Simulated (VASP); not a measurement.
# MgO (rock salt type) (Fm-3m) in VASP: further runs

MgO (rock salt type) is run at these levels: PBE, r2SCAN; tasks: single point.

Program: VASP 6.6.1. These are calculated values, not measurements. Logs are shortened: lines on timing, memory, paths and dates and some standing lists are left out, and cuts for length are marked.

### 1 The cell of the first run

Symmetry: Fm-3m, No. 225, cubic system. The conventional cell has a = 4.250 Å, b = 4.250 Å, c = 4.250 Å, α = 90.00°, β = 90.00°, γ = 90.00°. Mg (site symmetry m-3m) has 6 O at 2.12 Å within 2.8 Å. Within 2.8 Å of O (site symmetry m-3m) lie 6 Mg at 2.12 Å.

### 2 Single point, PBE

INCAR

```
SYSTEM = MgO
PREC = Accurate
ENCUT = 520
EDIFF = 1E-6
ISMEAR = -1
SIGMA = 0.1
LREAL = .False.
LASPH = .True.
NELM = 100
ALGO = Normal
ISIF = 2
LWAVE = .False.
LCHARG = .False.
GGA = PE
NBANDS = 11
```

KPOINTS

```
regular mesh
0
Gamma
  8 8 8
  0 0 0
```

POSCAR

```
MgO
1.0
    0.0000000000      2.1250000000      2.1250000000
    2.1250000000      0.0000000000      2.1250000000
    2.1250000000      2.1250000000      0.0000000000
Mg O
1 1
Direct
    0.0000000000      0.0000000000      0.0000000000
    0.5000000000      0.5000000000      0.5000000000
```

Potentials or basis: VASP PAW PBE potentials, release 64 (Mg, O).

Command:

```bash
$ cat potpaw_PBE.64/Mg/POTCAR potpaw_PBE.64/O/POTCAR > POTCAR
$ mpirun -np 1 vasp_std > vasp.out
```

OUTCAR:

```text
SYSTEM = MgO
   PREC = Accurate
   ENCUT = 520
   EDIFF = 1E-6
   ISMEAR = -1
   LREAL = .False.
   LASPH = .True.
   NELM = 100
   ISIF = 2
   GGA = PE

 ion  position               nearest neighbor table
   1  0.000  0.000  0.000-   2 2.12   2 2.12   2 2.12   2 2.12   2 2.12   2 2.12
   2  0.500  0.500  0.500-   1 2.12   1 2.12   1 2.12   1 2.12   1 2.12   1 2.12

  LATTYP: Found a face centered cubic cell.
 ALAT       =     4.2500000000

  Lattice vectors:

 A1 = (   0.0000000000,   2.1250000000,   2.1250000000)
 A2 = (   2.1250000000,   0.0000000000,   2.1250000000)
 A3 = (   2.1250000000,   2.1250000000,   0.0000000000)

Analysis of symmetry for initial positions (statically):
=====================================================================
 Subroutine PRICEL returns:
 Original cell was already a primitive cell.

 Routine SETGRP: Setting up the symmetry group for a
 face centered cubic supercell.

 Subroutine GETGRP returns: Found 48 space group operations
 (whereof 48 operations were pure point group operations)
 out of a pool of 48 trial point group operations.

The static configuration has the point symmetry O_h .

Analysis of symmetry for dynamics (positions and initial velocities):
=====================================================================
 Subroutine PRICEL returns:
 Original cell was already a primitive cell.

 Routine SETGRP: Setting up the symmetry group for a
 face centered cubic supercell.

 Subroutine GETGRP returns: Found 48 space group operations
 (whereof 48 operations were pure point group operations)
 out of a pool of 48 trial point group operations.

The dynamic configuration has the point symmetry O_h .

 Subroutine INISYM returns: Found 48 space group operations
 (whereof 48 operations are pure point group operations),
 and found     1 'primitive' translations

----------------------------------------------------------------------------------------

                                     Primitive cell

  volume of cell :      19.1914

  direct lattice vectors                    reciprocal lattice vectors
     0.000000000  2.125000000  2.125000000    -0.235294118  0.235294118  0.235294118
     2.125000000  0.000000000  2.125000000     0.235294118 -0.235294118  0.235294118
     2.125000000  2.125000000  0.000000000     0.235294118  0.235294118 -0.235294118

  length of vectors
     3.005203820  3.005203820  3.005203820     0.407541366  0.407541366  0.407541366

  position of ions in fractional coordinates (direct lattice)
     0.000000000  0.000000000  0.000000000
     0.500000000  0.500000000  0.500000000

  ion indices of the primitive-cell ions
   primitive index   ion index
                 1           1
                 2           2

----------------------------------------------------------------------------------------

 KPOINTS: regular mesh

Automatic generation of k-mesh.
 Grid dimensions read from file:
 generate k-points for:    8    8    8

 Generating k-lattice:

  Cartesian coordinates                     Fractional coordinates (reciprocal lattice)
    -0.029411765  0.029411765  0.029411765     0.125000000  0.000000000  0.000000000
     0.029411765 -0.029411765  0.029411765     0.000000000  0.125000000  0.000000000
     0.029411765  0.029411765 -0.029411765     0.000000000  0.000000000  0.125000000

  Length of vectors
     0.050942671  0.050942671  0.050942671

  Shift w.r.t. Gamma in fractional coordinates (k-lattice)
     0.000000000  0.000000000  0.000000000

 Subroutine IBZKPT returns following result:
 ===========================================

 Found     29 irreducible k-points:

 Following reciprocal coordinates:
            Coordinates               Weight
  0.000000  0.000000  0.000000      1.000000
  0.125000  0.000000  0.000000      8.000000
  0.250000  0.000000  0.000000      8.000000
  0.375000  0.000000  0.000000      8.000000
  0.500000  0.000000  0.000000      4.000000
  0.125000  0.125000  0.000000      6.000000
[... 16 lines left out ...]
  0.500000  0.250000  0.125000     48.000000
 -0.375000  0.250000  0.125000     24.000000
 [... further k-points ...]
   k-points           NKPTS =     29   k-points in BZ     NKDIM =     29   number of bands    NBANDS=     11
   number of dos      NEDOS =    301   number of ions     NIONS =      2
   total plane-waves  NPLWV =  13824
   dimension x,y,z NGX =    24 NGY =   24 NGZ =   24
   dimension x,y,z NGXF=    48 NGYF=   48 NGZF=   48
   ions per type =               1   1
   NGX,Y,Z   is equivalent  to a cutoff of  13.28, 13.28, 13.28 a.u.
   NGXF,Y,Z  is equivalent  to a cutoff of  26.55, 26.55, 26.55 a.u.
 SYSTEM =  MgO
   PREC   = accura    normal or accurate (medium, high low for compatibility)
   ISTART =      0    job   : 0-new  1-cont  2-samecut
   ICHARG =      2    charge: 1-file 2-atom 10-const
   ISPIN  =      1    spin polarized calculation?
   LNONCOLLINEAR =      F non collinear calculations
   LSORBIT =      F    spin-orbit coupling
   LASPH  =      T    aspherical Exc in radial PAW
   ENCUT  =  520.0 eV  38.22 Ry    6.18 a.u.   5.59  5.59  5.59*2*pi/ulx,y,z
   NELM   =    100;   NELMIN=  2; NELMDL= -5     # of ELM steps
   EDIFF  = 0.1E-05   stopping-criterion for ELM
   LREAL  =      F    real-space projection
   EDIFFG = 0.1E-04   stopping-criterion for IOM
   NSW    =      0    number of steps for IOM
   IBRION =     -1    ionic relax: 0-MD 1-quasi-New 2-CG
   NFREE  =      0    steps in history (QN), initial steepest desc. (CG)
   ISIF   =      2    stress and relaxation
   ISYM   =      2    0-nonsym 1-usesym 2-fastsym
   POTIM  = 0.5000    time-step for ionic-motion
   TEBEG  =    0.0;   TEEND  =   0.0 temperature during run
   PSTRESS=    0.0 pullay stress
   NELECT =       8.0000    total number of electrons
   NUPDOWN=      -1.0000    fix difference up-down
   EMIN   =  10.00;   EMAX   =-10.00  energy-range for DOS
   EFERMI =   0.00;   METHOD = LEGACY
   ISMEAR =    -1;   SIGMA  =   0.10  broadening in eV -4-tet -1-fermi 0-gaus
   EFERMI_NEDOS =   21; number of points for ismear=-14 and -15
   IALGO  =     38    algorithm
   IMIX   =      4    mixing-type and parameters
     AMIX     =   0.40;   BMIX     =  1.00
     AMIX_MAG =   1.60;   BMIX_MAG =  1.00
  volume/ion in A,a.u.               =       9.60        64.76
  Fermi-wavevector in a.u.,A,eV,Ry     =   1.222933  2.311008 20.348389  1.495564
  Thomas-Fermi vector in A             =   2.358062
   LORBIT       =      0    0 simple, 1 ext, 2 COOP (PROOUT), +10 PAW based schemes
   GGA     = PE    functional components
   LHFCALC =     F    Hartree Fock is set to
   AEXX    =    0.0000 exact exchange contribution
   IVDW    =     0    specifies the selected vdW correction
   LEPSILON=     F    determine dielectric tensor
   LRPA    =     F    only Hartree local field effects (RPA)
 non-spin polarized calculation
  energy-cutoff  :      520.00
  volume of cell :       19.19
 maximum number of plane-waves:       534
 NGX is ok and might be reduce to    24
   NGX = 11   NGY = 11   NGZ = 11

 number of electron       8.0000004 magnetization

 Free energy of the ion-electron system (eV)
  ---------------------------------------------------
  ext. energy  EPLUGINS =         0.00000000
  ---------------------------------------------------
  free energy    TOTEN  =       -11.91180901 eV

  energy without entropy =      -11.91180901  energy(sigma->0) =      -11.91180901

 E-fermi :   5.0129     XC(G=0): -10.9519

 val. band max:        2.9880992131   @ k =   0.0000   0.0000   0.0000
 cond. band min:       7.4570926311   @ k =   0.0000   0.0000   0.0000
 fundamental gap:      4.4689934180
 Fermi energy:         5.0129080712

 k-point     1 :       0.0000    0.0000    0.0000
  band No.  band energies     occupation
      1     -14.1397      2.00000
      2       2.9881      2.00000
      3       2.9881      2.00000
      4       2.9881      2.00000
      5       7.4571      0.00000
      6      18.6350      0.00000
      7      18.6350      0.00000
      8      18.6350      0.00000
      9      22.4815      0.00000
     10      24.2248      0.00000
     11      24.2248      0.00000

 k-point     2 :       0.1250    0.0000    0.0000
  band No.  band energies     occupation
      1     -13.9841      2.00000
      2       2.0433      2.00000
      3       2.8898      2.00000
      4       2.8898      2.00000
      5       8.3748      0.00000
      6      16.9643      0.00000
      7      18.9776      0.00000
      8      18.9776      0.00000
      9      23.2120      0.00000
     10      23.2120      0.00000
     11      24.5480      0.00000

 k-point     3 :       0.2500    0.0000    0.0000
  band No.  band energies     occupation
      1     -13.5805      2.00000
      2       0.3794      2.00000
      3       2.6631      2.00000
      4       2.6631      2.00000
      5       9.8323      0.00000
      6      15.3911      0.00000
      7      19.4172      0.00000
      8      19.4172      0.00000
      9      22.8267      0.00000
     10      22.8267      0.00000
     11      24.5382      0.00000

 k-point     4 :       0.3750    0.0000    0.0000
  band No.  band energies     occupation
      1     -13.1281      2.00000
      2      -0.9826      2.00000
      3       2.4495      2.00000
      4       2.4495      2.00000
      5      10.5943      0.00000
      6      15.1083      0.00000
      7      19.2003      0.00000
      8      19.2003      0.00000
      9      23.7715      0.00000
     10      24.1263      0.00000
     11      24.1263      0.00000
[... 239 lines left out ...]
 k-point    22 :       0.3750    0.2500    0.1250
  band No.  band energies     occupation
      1     -13.2918      2.00000
      2       0.0352      2.00000
      3       1.8727      2.00000
      4       2.3972      2.00000
      5      11.2136      0.00000
      6      14.3626      0.00000
      7      17.7670      0.00000
      8      20.2195      0.00000
      9      20.8484      0.00000
     10      25.1107      0.00000
     11      28.3554      0.00000

 k-point    23 :       0.5000    0.2500    0.1250
  band No.  band energies     occupation
      1     -12.9357      2.00000
      2      -0.6280      2.00000
      3       1.3147      2.00000
      4       2.1532      2.00000
      5      12.2546      0.00000
      6      14.4537      0.00000
      7      16.6125      0.00000
      8      19.8046      0.00000
      9      22.3780      0.00000
     10      25.0464      0.00000
     11      28.5688      0.00000

 k-point    24 :      -0.3750    0.2500    0.1250
  band No.  band energies     occupation
      1     -12.7780      2.00000
      2      -0.9081      2.00000
      3       1.1130      2.00000
      4       2.0370      2.00000
      5      12.4701      0.00000
      6      14.9259      0.00000
      7      16.1962      0.00000
      8      19.5579      0.00000
      9      23.1977      0.00000
     10      24.7065      0.00000
     11      28.7186      0.00000

 [... further k-points ...]

------------------------ aborting loop because EDIFF is reached ----------------------------------------

  FORCE on cell =-STRESS in cart. coord.  units (eV):
  Direction    XX          YY          ZZ          XY          YZ          ZX
  --------------------------------------------------------------------------------------
  -------------------------------------------------------------------------------------
  Total       -0.0413662     -0.0413662     -0.0413662      0.0000000     -0.0000000     -0.0000000
  in kB       -3.4534167     -3.4534167     -3.4534167      0.0000000     -0.0000000     -0.0000000
  external PRESSURE =      -3.4534167 kB  Pullay stress =       0.0000000 kB

 VOLUME and BASIS-vectors are now :
 -----------------------------------------------------------------------------
  energy-cutoff  :      520.00
  volume of cell :       19.19
      direct lattice vectors                 reciprocal lattice vectors
     0.000000000  2.125000000  2.125000000    -0.235294118  0.235294118  0.235294118
     2.125000000  0.000000000  2.125000000     0.235294118 -0.235294118  0.235294118
     2.125000000  2.125000000  0.000000000     0.235294118  0.235294118 -0.235294118

 POSITION                                       TOTAL-FORCE (eV/Angst)
 -----------------------------------------------------------------------------------
      0.00000      0.00000      0.00000        -0.000000     -0.000000      0.000000
      2.12500      2.12500      2.12500         0.000000      0.000000     -0.000000
 -----------------------------------------------------------------------------------
    total drift:                               -0.000000     -0.000000      0.000000

  FREE ENERGIE OF THE ION-ELECTRON SYSTEM (eV)
  ---------------------------------------------------
  free  energy   TOTEN  =       -11.9118090129 eV

  energy  without entropy=      -11.9118090127  energy(sigma->0) =      -11.91180901
```

Wall time 14 s (1 thread of AMD EPYC 9R45, shared host); peak memory 0.11 GiB.

What came out:

```
Free energy            : -11.9118 eV
Pressure               : -0.3 GPa
Band gap on the k mesh : 4.47 eV, direct
```

(Continued in part 2 of 2.)
